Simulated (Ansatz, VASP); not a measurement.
**CdS3 in VASP and in Ansatz**

```
Cd S
1.0
     4.77711    0.00000    0.00000
    -2.38856    4.13710    0.00000
     0.00000    0.00000    4.95755
Cd S
1 3
Direct
  0.00000 0.00000 0.50000
  0.00000 0.00000 0.00000
  0.33333 0.66667 0.50000
  0.66667 0.33333 0.50000
```

Alike in both runs: functional PBE; k mesh 6 × 6 × 2; occupations gaussian, width 0.1 eV; no spin polarisation.

Ansatz relaxed the structure, and its values are those at the end. VASP's run is a single point on that final structure, the one shown.

```csv
,VASP,Ansatz
version,VASP 6.6.1,Ansatz 0.2.0
potentials or method,"VASP PAW PBE potentials, release 64 (Cd, S), cutoff 500 eV","scalar-relativistic, plane waves, PAW"
valence electrons in the cell,30,38
```

|  | VASP | Ansatz | Ansatz less VASP |
| --- | --- | --- | --- |
| gap on the k mesh at the Fermi level (eV) | none | none | - |
| pressure (GPa) | 0.3 | 0.0 | -0.26 |

A gap of «none» marks a metal or a gap that the smearing closes. VASP's potentials hold 30 valence electrons a cell and Ansatz's 38, so a difference there can come from the potentials and not from the codes.

The k mesh is coarse, so the values compare programs but aren't converged.
